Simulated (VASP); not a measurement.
# Cu (Fm-3m) in VASP: a series of runs, part 2 of 2

VASP 6.6.1. The steps go on from the part before.

### Step 3. Single point, PBE+D3(BJ)

This run uses another cell than the first one, of 11.31 Å³/atom, 0.930 times its volume.

INCAR

```
SYSTEM = Cu
  PREC = Accurate
  ENCUT = 520
  EDIFF = 1E-7
  ISMEAR = 0
  SIGMA = 0.1
  LREAL = .FALSE.
  LASPH = .TRUE.
  NELM = 100
  ALGO = Normal
  ISIF = 2
  LWAVE = .FALSE.
  LCHARG = .TRUE.
  GGA = PE
  IVDW = 12
  LELF = .TRUE.
  LVHAR = .TRUE.
  NBANDS = 12
```

KPOINTS

```
Automatic mesh
0
G
  10 10 10
  0 0 0
```

POSCAR

```
Cu
1.0
    0.0000000000      1.7814683766      1.7814683766
    1.7814683766      0.0000000000      1.7814683766
    1.7814683766      1.7814683766      0.0000000000
Cu
1
Direct
    0.0000000000      0.0000000000      0.0000000000
```

Potentials or basis: VASP PAW PBE potentials, release 64 (Cu).

The run is started by

```sh
cat potpaw_PBE.64/Cu/POTCAR > POTCAR
mpirun -np 1 vasp_std > vasp.out
```

OUTCAR:

```text
SYSTEM = Cu
   PREC = Accurate
   ENCUT = 520
   EDIFF = 1E-7
   ISMEAR = 0
   LREAL = .FALSE.
   LASPH = .TRUE.
   NELM = 100
   ISIF = 2
   GGA = PE
   IVDW = 12
 IVDW          = 12

 ion  position               nearest neighbor table
   1  0.000  0.000  0.000-

  LATTYP: Found a face centered cubic cell.
 ALAT       =     3.5629367532

  Lattice vectors:

 A1 = (   0.0000000000,   1.7814683766,   1.7814683766)
 A2 = (   1.7814683766,   0.0000000000,   1.7814683766)
 A3 = (   1.7814683766,   1.7814683766,   0.0000000000)

Analysis of symmetry for initial positions (statically):
=====================================================================
 Subroutine PRICEL returns:
 Original cell was already a primitive cell.

 Routine SETGRP: Setting up the symmetry group for a
 face centered cubic supercell.

 Subroutine GETGRP returns: Found 48 space group operations
 (whereof 48 operations were pure point group operations)
 out of a pool of 48 trial point group operations.

The static configuration has the point symmetry O_h .

Analysis of symmetry for dynamics (positions and initial velocities):
=====================================================================
 Subroutine PRICEL returns:
 Original cell was already a primitive cell.

 Routine SETGRP: Setting up the symmetry group for a
 face centered cubic supercell.

 Subroutine GETGRP returns: Found 48 space group operations
 (whereof 48 operations were pure point group operations)
 out of a pool of 48 trial point group operations.

The dynamic configuration has the point symmetry O_h .

 Subroutine INISYM returns: Found 48 space group operations
 (whereof 48 operations are pure point group operations),
 and found     1 'primitive' translations

----------------------------------------------------------------------------------------

                                     Primitive cell

  volume of cell :      11.3074

  direct lattice vectors                    reciprocal lattice vectors
     0.000000000  1.781468377  1.781468377    -0.280667345  0.280667345  0.280667345
     1.781468377  0.000000000  1.781468377     0.280667345 -0.280667345  0.280667345
     1.781468377  1.781468377  0.000000000     0.280667345  0.280667345 -0.280667345

  length of vectors
     2.519376739  2.519376739  2.519376739     0.486130102  0.486130102  0.486130102

  position of ions in fractional coordinates (direct lattice)
     0.000000000  0.000000000  0.000000000

  ion indices of the primitive-cell ions
   primitive index   ion index
                 1           1

----------------------------------------------------------------------------------------

 KPOINTS: Automatic mesh

Automatic generation of k-mesh.
 Grid dimensions read from file:
 generate k-points for:   10   10   10

 Generating k-lattice:

  Cartesian coordinates                     Fractional coordinates (reciprocal lattice)
    -0.028066735  0.028066735  0.028066735     0.100000000  0.000000000  0.000000000
     0.028066735 -0.028066735  0.028066735     0.000000000  0.100000000  0.000000000
     0.028066735  0.028066735 -0.028066735     0.000000000  0.000000000  0.100000000

  Length of vectors
     0.048613010  0.048613010  0.048613010

  Shift w.r.t. Gamma in fractional coordinates (k-lattice)
     0.000000000  0.000000000  0.000000000

 Subroutine IBZKPT returns following result:
 ===========================================

 Found     47 irreducible k-points:

 Following reciprocal coordinates:
            Coordinates               Weight
  0.000000  0.000000  0.000000      1.000000
  0.100000  0.000000  0.000000      8.000000
  0.200000  0.000000  0.000000      8.000000
  0.300000  0.000000  0.000000      8.000000
  0.400000  0.000000  0.000000      8.000000
  0.500000  0.000000  0.000000      4.000000
[... 16 lines left out ...]
  0.300000  0.300000  0.000000      6.000000
  0.400000  0.300000  0.000000     24.000000
 [... further k-points ...]
   k-points           NKPTS =     47   k-points in BZ     NKDIM =     47   number of bands    NBANDS=     12
   number of dos      NEDOS =    301   number of ions     NIONS =      1
   total plane-waves  NPLWV =   8000
   dimension x,y,z NGX =    20 NGY =   20 NGZ =   20
   dimension x,y,z NGXF=    40 NGYF=   40 NGZF=   40
   ions per type =               1
   NGX,Y,Z   is equivalent  to a cutoff of  13.20, 13.20, 13.20 a.u.
   NGXF,Y,Z  is equivalent  to a cutoff of  26.39, 26.39, 26.39 a.u.
 SYSTEM =  Cu
   PREC   = accura    normal or accurate (medium, high low for compatibility)
   ISTART =      0    job   : 0-new  1-cont  2-samecut
   ICHARG =      2    charge: 1-file 2-atom 10-const
   ISPIN  =      1    spin polarized calculation?
   LNONCOLLINEAR =      F non collinear calculations
   LSORBIT =      F    spin-orbit coupling
   LASPH  =      T    aspherical Exc in radial PAW
   ENCUT  =  520.0 eV  38.22 Ry    6.18 a.u.   4.68  4.68  4.68*2*pi/ulx,y,z
   NELM   =    100;   NELMIN=  2; NELMDL= -5     # of ELM steps
   EDIFF  = 0.1E-06   stopping-criterion for ELM
   LREAL  =      F    real-space projection
   EDIFFG = 0.1E-05   stopping-criterion for IOM
   NSW    =      0    number of steps for IOM
   IBRION =     -1    ionic relax: 0-MD 1-quasi-New 2-CG
   NFREE  =      0    steps in history (QN), initial steepest desc. (CG)
   ISIF   =      2    stress and relaxation
   ISYM   =      2    0-nonsym 1-usesym 2-fastsym
   POTIM  = 0.5000    time-step for ionic-motion
   TEBEG  =    0.0;   TEEND  =   0.0 temperature during run
   PSTRESS=    0.0 pullay stress
   NELECT =      11.0000    total number of electrons
   NUPDOWN=      -1.0000    fix difference up-down
   EMIN   =  10.00;   EMAX   =-10.00  energy-range for DOS
   EFERMI =   0.00;   METHOD = LEGACY
   ISMEAR =     0;   SIGMA  =   0.10  broadening in eV -4-tet -1-fermi 0-gaus
   EFERMI_NEDOS =   21; number of points for ismear=-14 and -15
   IALGO  =     38    algorithm
   IMIX   =      4    mixing-type and parameters
     AMIX     =   0.40;   BMIX     =  1.00
     AMIX_MAG =   1.60;   BMIX_MAG =  1.00
  volume/ion in A,a.u.               =      11.31        76.31
  Fermi-wavevector in a.u.,A,eV,Ry     =   1.622125  3.065371 35.800861  2.631289
  Thomas-Fermi vector in A             =   2.715789
   LORBIT       =      0    0 simple, 1 ext, 2 COOP (PROOUT), +10 PAW based schemes
   GGA     = PE    functional components
   LHFCALC =     F    Hartree Fock is set to
   AEXX    =    0.0000 exact exchange contribution
   IVDW    =    12    specifies the selected vdW correction
   LEPSILON=     F    determine dielectric tensor
   LRPA    =     F    only Hartree local field effects (RPA)
 non-spin polarized calculation
 Gauss-broadening in eV      SIGMA  =   0.10
  energy-cutoff  :      520.00
  volume of cell :       11.31
 maximum number of plane-waves:       322
   NGX =  9   NGY =  9   NGZ =  9

 number of electron      11.0000013 magnetization

 Free energy of the ion-electron system (eV)
  ---------------------------------------------------
  ext. energy  EPLUGINS =         0.00000000
  ---------------------------------------------------
  free energy    TOTEN  =        -3.69451420 eV

  energy without entropy =       -3.69112259  energy(sigma->0) =       -3.69281840

 E-fermi :   8.0153     XC(G=0): -12.9817

 val. band max:        7.9812294903   @ k =   0.5000   0.1000   0.0000
 cond. band min:       8.2594913523   @ k =   0.5000   0.3000   0.1000
 fundamental gap:      0.2782618621
 Fermi energy:         8.0153117099

 k-point     1 :       0.0000    0.0000    0.0000
  band No.  band energies     occupation
      1      -1.5509      2.00000
      2       4.9665      2.00000
      3       4.9665      2.00000
      4       4.9665      2.00000
      5       5.8461      2.00000
      6       5.8461      2.00000
      7      31.0789      0.00000
      8      34.0648      0.00000
      9      34.0648      0.00000
     10      34.0648      0.00000
     11      36.5987      0.00000
     12      36.5987      0.00000
[... 331 lines left out ...]
 k-point    24 :       0.4000    0.3000    0.0000
  band No.  band energies     occupation
      1       2.8929      2.00000
      2       3.8250      2.00000
      3       5.5259      2.00000
      4       5.9916      2.00000
      5       6.4185      2.00000
      6       7.0510      2.00000
      7      20.6013      0.00000
      8      21.4883      0.00000
      9      23.4915      0.00000
     10      27.6674      0.00000
     11      31.5880      0.00000
     12      46.6508      0.00000

 [... further k-points ...]

------------------------ aborting loop because EDIFF is reached ----------------------------------------

 Edisp (eV)   -0.60997

 E8    (eV) :    -0.2616

  FORCE on cell =-STRESS in cart. coord.  units (eV):
  Direction    XX          YY          ZZ          XY          YZ          ZX
  --------------------------------------------------------------------------------------
  -------------------------------------------------------------------------------------
  Total       0.04575     0.04575     0.04575     0.00000    -0.00000    -0.00000
  in kB       6.48188     6.48188     6.48188     0.00000    -0.00000    -0.00000
  external pressure =        6.48 kB  Pullay stress =        0.00 kB

 VOLUME and BASIS-vectors are now :
 -----------------------------------------------------------------------------
  energy-cutoff  :      520.00
  volume of cell :       11.31
      direct lattice vectors                 reciprocal lattice vectors
     0.000000000  1.781468377  1.781468377    -0.280667345  0.280667345  0.280667345
     1.781468377  0.000000000  1.781468377     0.280667345 -0.280667345  0.280667345
     1.781468377  1.781468377  0.000000000     0.280667345  0.280667345 -0.280667345

 POSITION                                       TOTAL-FORCE (eV/Angst)
 -----------------------------------------------------------------------------------
      0.00000      0.00000      0.00000        -0.000000      0.000000      0.000000
 -----------------------------------------------------------------------------------
    total drift:                                0.000000      0.000000      0.000000

  FREE ENERGIE OF THE ION-ELECTRON SYSTEM (eV)
  ---------------------------------------------------
  free  energy   TOTEN  =        -4.3044878969 eV

  energy  without entropy=       -4.3010962952  energy(sigma->0) =       -4.30279210
```

OSZICAR:

```text
N       E                     dE             d eps       ncg     rms          rms(c)
DAV:   1     0.421081988145E+02    0.42108E+02   -0.53149E+03  1300   0.156E+03
DAV:   2    -0.331658816609E+01   -0.45425E+02   -0.41631E+02  1140   0.205E+02
DAV:   3    -0.461001701029E+01   -0.12934E+01   -0.12805E+01  1300   0.396E+01
DAV:   4    -0.461818005754E+01   -0.81630E-02   -0.81612E-02  1364   0.272E+00
DAV:   5    -0.461825341109E+01   -0.73354E-04   -0.73354E-04  1280   0.266E-01    0.773E+00
DAV:   6    -0.404218021644E+01    0.57607E+00   -0.13857E+01  1328   0.713E+01    0.367E+00
DAV:   7    -0.370917157576E+01    0.33301E+00   -0.21181E+00  1344   0.277E+01    0.667E-01
DAV:   8    -0.369537891449E+01    0.13793E-01   -0.58710E-03  1440   0.753E-01    0.222E-01
DAV:   9    -0.369451049831E+01    0.86842E-03   -0.51318E-03  1460   0.125E+00    0.279E-02
DAV:  10    -0.369451503678E+01   -0.45385E-05   -0.42266E-05  1628   0.110E-01    0.445E-03
DAV:  11    -0.369451417309E+01    0.86370E-06   -0.46186E-07  1392   0.709E-03    0.493E-04
DAV:  12    -0.369451419621E+01   -0.23126E-07   -0.37500E-08   840   0.293E-03
   1 F= -.43044879E+01 E0= -.43027921E+01  d E =-.339160E-02
```

stdout:

```text
POSCAR found type information on POSCAR Cu
 POSCAR found :  1 types and       1 ions
 scaLAPACK will be used
 LDA part: xc-table for (Slater+PW92), standard interpolation
 POSCAR, INCAR and KPOINTS ok, starting setup
 FFT: planning ... GRIDC
 FFT: planning ... GRID_SOFT
 FFT: planning ... GRID
 WAVECAR not read
 entering main loop
```

Run time: 4.9 s. Hardware: 1 thread of Intel Xeon Platinum 8488C (Sapphire Rapids), shared host; peak memory 0.13 GiB.

What came out:

```yaml
Free_energy: -4.3045 eV
Pressure: 0.6 GPa
Dispersion_energy_per_atom: -0.610 eV
```

Caveat: pairwise dispersion overbinds metals, which lowers pressure and volume.

### Step 4. Relaxation of cell and atoms, PBE+D3(BJ)

INCAR

```
SYSTEM = Cu
PREC = Accurate ; ENCUT = 600
EDIFF = 1E-6 ; ISMEAR = 0
SIGMA = 0.1 ; LREAL = .False.
LASPH = .True. ; NELM = 100
ALGO = Normal ; ISIF = 3
LWAVE = .False. ; LCHARG = .False.
GGA = PE ; IVDW = 12
IBRION = 2 ; NSW = 100
EDIFFG = -0.05
```

KPOINTS

```
Automatic mesh
0
Gamma
  10 10 10
  0 0 0
```

POSCAR

```
Cu
1.0
    0.0000000000      1.8250000000      1.8250000000
    1.8250000000      0.0000000000      1.8250000000
    1.8250000000      1.8250000000      0.0000000000
Cu
1
Direct
    0.0000000000      0.0000000000      0.0000000000
```

The run is started by

```sh
cat potpaw_PBE.64/Cu/POTCAR > POTCAR
mpirun -np 1 vasp_std > vasp.out
```

Wall time 8.8 s (1 thread of Intel Xeon Platinum 8488C (Sapphire Rapids), shared host); peak memory 0.15 GiB.

It converged, with:

```
Free energy                            : -4.3050 eV
Relaxed volume                         : 11.35 Å³/atom
Relaxed cell                           : a = 2.523 Å, b = 2.523 Å, c = 2.523 Å, α = 60.00°, β = 60.00°, γ = 60.00°
Space group after relaxing (to 0.05 Å) : Fm-3m (No. 225)
Energy gained by relaxing              : 24.9 meV/atom
Ionic steps                            : 3
Pressure after relaxing                : 0.0 GPa
Dispersion energy per atom             : -0.608 eV
```

Step by step:
| step | energy change (eV) | largest force (eV/Å) | pressure (GPa) | volume (Å³) |
| --- | --- | --- | --- | --- |
| 1 | 0.0000 | 0.0000 | -9.13 | 12.16 |
| 2 | -0.0182 | 0.0000 | 5.92 | 10.98 |
| 3 | -0.0249 | 0.0000 | 0.04 | 11.35 |

Final structure:
```yaml
crystal:
  lattice:
    - [0.00000, 1.78374, 1.78374]
    - [1.78374, 0.00000, 1.78374]
    - [1.78374, 1.78374, 0.00000]
  atoms:
    - { symbol: Cu, position: [0.00000, 0.00000, 0.00000] }
```

Levels at points of the mesh, in eV from the Fermi level:
| k point | band 4 | band 5 | band 6 | band 7 | band 8 | band 9 |
| --- | --- | --- | --- | --- | --- | --- |
| (0.00, 0.00, 0.00) | -3.04 | -2.16 | -2.16 | 23.03 | 25.99 | 25.99 |
| (0.50, 0.00, 0.00) | -1.56 | -1.56 | -1.00 | 4.08 | 21.51 | 22.82 |
| (0.50, 0.50, 0.00) | -1.41 | -1.41 | 1.59 | 7.51 | 13.51 | 13.51 |

Caveat: pairwise dispersion overbinds metals, which lowers pressure and volume.

### Step 5. Overview

| task | cell | k mesh | cutoff (eV) | gap on the mesh (eV) | pressure (GPa) |
| --- | --- | --- | --- | --- | --- |
| single point | a = 2.581 Å, angles 60.0°, 1 atom | 8 × 8 × 8 | 520 | none | -8.7 |
| single point | a = 2.519 Å, angles 60.0°, 1 atom | 10 × 10 × 10 | 520 | none | 0.6 |
| relaxation of cell and atoms | relaxed from a = 2.581 Å, angles 60.0°, 1 atom | 10 × 10 × 10 | 600 | none | 0.0 |

Alike in all rows: level PBE+D3(BJ); potentials or basis VASP PAW PBE potentials, release 64 (Cu); no spin polarisation; smearing gaussian 0.1 eV.

Caveats: some runs use coarse meshes; pairwise dispersion overbinds metals, which lowers pressure and volume.

Total energies depend on the potentials used, so only differences within one code and one set of settings carry meaning.
